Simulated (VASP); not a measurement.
Write the native input for VASP 6.6.1 that does the following.

```
Task                   : single point
Functional             : LDA
Potentials or basis    : VASP PAW LDA potentials, release 64 (Ba_sv, Ti_sv, O)
Cutoff                 : 520 eV
k mesh                 : 4 × 4 × 4
Occupations            : methfessel-paxton, width 0.01 eV
Spin                   : no spin polarisation
Hubbard terms          : Ti d U = 8.0 eV
Dipole correction      : no
Further INCAR settings : ALGO = Normal; EDIFF = 1e-06; NBANDS = 28
```

The structure of BaTiO3 lies in POSCAR:

```
BaTiO3
1.0
    4.0060000000      0.0000000000      0.0000000000
    0.0000000000      4.0060000000      0.0000000000
    0.0000000000      0.0000000000      4.0060000000
Ba Ti O
1 1 3
Direct
    0.5000000000      0.5000000000      0.5000000000
    0.0000000000      0.0000000000      0.0000000000
    0.5000000000      0.0000000000      0.0000000000
    0.0000000000      0.5000000000      0.0000000000
    0.0000000000      0.0000000000      0.5000000000
```

One way to write it, as run:

INCAR

```
ALGO = Normal ; EDIFF = 1E-6
ENCUT = 520 ; ISIF = 2
ISMEAR = 1 ; LASPH = True
LCHARG = False ; LDAU = True
LDAUJ = 0 0 0 ; LDAUL = -1 2 -1
LDAUPRINT = 1 ; LDAUTYPE = 2
LDAUU = 0 8 0 ; LMAXMIX = 4
LREAL = False ; LWAVE = False
NBANDS = 28 ; NELM = 150
PREC = Accurate ; SIGMA = 0.01
```

KPOINTS

```
k-points
0
Gamma
  4 4 4
```

Potentials or basis: VASP PAW LDA potentials, release 64 (Ba_sv, Ti_sv, O).

Run with:

```bash
$ cat potpaw_LDA.64/Ba_sv/POTCAR potpaw_LDA.64/Ti_sv/POTCAR potpaw_LDA.64/O/POTCAR > POTCAR
$ mpirun -np 1 vasp_std > vasp.out
```

It gave:

The pressure is -0.7 GPa. The band gap on the k mesh is 2.63 eV, indirect (least direct gap 2.85 eV).

Caveat: spin-orbit coupling is left out, which moves the levels of the heavy elements.

It took 16 s on 1 thread of Intel(R) Xeon(R) Platinum 8488C (Sapphire Rapids), on a shared host, peak memory 0.16 GiB.
